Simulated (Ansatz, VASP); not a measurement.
# BaO: VASP beside Ansatz

INCAR

```
SYSTEM = BaO
  ALGO = Normal
  EDIFF = 1E-8
  ENCUT = 520
  GGA = PE
  GGA_COMPAT = .FALSE.
  ISIF = 2
  ISMEAR = -1
  LASPH = .TRUE.
  LCHARG = .FALSE.
  LEFG = .TRUE.
  LREAL = .FALSE.
  LWAVE = .FALSE.
  NBANDS = 15
  NELM = 120
  PREC = Accurate
  SIGMA = 0.02
```

The input KPOINTS:

```
k-points
0
G
  8 8 8
  0 0 0
```

Contents of POSCAR:

```
BaO
1.0
    0.0000000000      2.7772294936      2.7772294936
    2.7772294936      0.0000000000      2.7772294936
    2.7772294936      2.7772294936      0.0000000000
Ba O
1 1
Direct
    0.0000000000      0.0000000000      0.0000000000
    0.5000000000      0.5000000000      0.5000000000
```

Input for Ansatz:

```yaml
crystal:
  lattice:
    - [0.0, 2.7772294936, 2.7772294936]
    - [2.7772294936, 0.0, 2.7772294936]
    - [2.7772294936, 2.7772294936, 0.0]
  atoms:
    - { symbol: Ba, position: [0.0, 0.0, 0.0] }
    - { symbol: O, position: [0.5, 0.5, 0.5] }
kpoints:
  mp_grid: { grid: [8, 8, 8] }
scf:
  occupations: { method: fermi_dirac, width: 0.02 }
hamiltonian:
  xc: pbe
  pseudopotentials: { kind: paw }
output:
  forces: true
  stress: true
  eigenvalues: true
  efg: { contact_densities: true }
  write_density: true
  write_potential: true
  elf: true
  volumetric_format: npy
```

Change from the starting cell: volume scaled by 1.03, PAW files.

Alike in both runs: task electric field gradients; functional PBE; k mesh 8 × 8 × 8; occupations fermi-dirac, width 0.02 eV; no spin polarisation.

```csv
,VASP,Ansatz
version,VASP 6.6.1,Ansatz 0.2.0
potentials or method,"VASP PAW PBE potentials, release 64 (Ba_sv, O)","PAW with Ansatz's default frozen-core files, scalar-relativistic"
plane-wave cutoff (eV),520,420
valence electrons in the cell,16,16
```

|  | VASP | Ansatz | Ansatz less VASP |
| --- | --- | --- | --- |
| gap on the k mesh at the Fermi level (eV) | 2.00 | 2.07 | +0.066 |
| pressure (GPa) | 2.4 | 0.7 | -1.65 |

Spin-orbit coupling is off throughout.
